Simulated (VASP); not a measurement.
Input of a VASP 6.6.1 run:

The input INCAR:

```
SYSTEM = Ag
PREC     = Accurate       ! precision mode
ENCUT    = 520            ! plane-wave cutoff, eV
EDIFF    = 1E-6           ! SCF threshold, eV
ISMEAR   = 0              ! smearing method
SIGMA    = 0.15           ! smearing width, eV
LREAL    = .False.        ! projectors in reciprocal space
LASPH    = .True.         ! aspherical terms in the spheres
NELM     = 100            ! most SCF steps
ALGO     = Fast           ! electronic algorithm
ISIF     = 2              ! what is computed and relaxed
LWAVE    = .False.        ! write WAVECAR
LCHARG   = .False.        ! write CHGCAR
GGA      = PS             ! functional
NBANDS   = 12             ! bands
```

KPOINTS

```
Automatic mesh
0
Gamma
  20 20 20
  0 0 0
```

The input POSCAR:

```
Ag
1.0
   -1.6556540000      1.6556540000      1.8419150750
    1.6556540000     -1.6556540000      1.8419150750
    1.6556540000      1.6556540000     -1.8419150750
Ag
1
Direct
    0.0000000000      0.0000000000      0.0000000000
```

Potentials or basis: VASP PAW PBE potentials, release 64 (Ag).

Run with:

```sh
$ cat potpaw_PBE.64/Ag/POTCAR > POTCAR
$ mpirun -np 1 vasp_std > vasp.out
```

(1) Estimate the pressure.

Answers

(1) -12.6 GPa.

Caveat: the cell differs from its parent crystal (strain +0.1125 x Voigt [0, 0, 1, 0, 0, 0]); the PAW data sets were made with another functional, which shifts forces and pressure a little.
